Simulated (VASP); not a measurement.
Input of a VASP 6.6.1 run:

Contents of INCAR:

```
SYSTEM = K
ALGO = Fast
EDIFF = 1E-7
ENCUT = 520
GGA = PS
ISIF = 2
ISMEAR = 0
LASPH = .TRUE.
LCHARG = .FALSE.
LREAL = .FALSE.
LWAVE = .FALSE.
NBANDS = 10
NELM = 60
PREC = Accurate
SIGMA = 0.15
```

File KPOINTS:

```
k-points
0
G
  12 12 12
  0 0 0
```

File POSCAR:

```
K
1.0
    4.3228700750     -0.2275194776     -0.2275194776
   -0.2275194776      4.3228700750     -0.2275194776
   -0.2275194776     -0.2275194776      4.3228700750
K
1
Direct
    0.0000000000      0.0000000000      0.0000000000
```

Potentials or basis: VASP PAW PBE potentials, release 64 (K_sv).

Run with:

```sh
$ cat potpaw_PBE.64/K_sv/POTCAR > POTCAR
$ mpirun -np 1 vasp_std > vasp.out
```

Question: Estimate the pressure.

Answer: -0.2 GPa.

Stress tensor (GPa, compression positive):
```
-0.17 -0.13 -0.13
-0.13 -0.17 -0.13
-0.13 -0.13 -0.17
```

Caveat: the PAW data sets were made with another functional, which shifts forces and pressure a little.
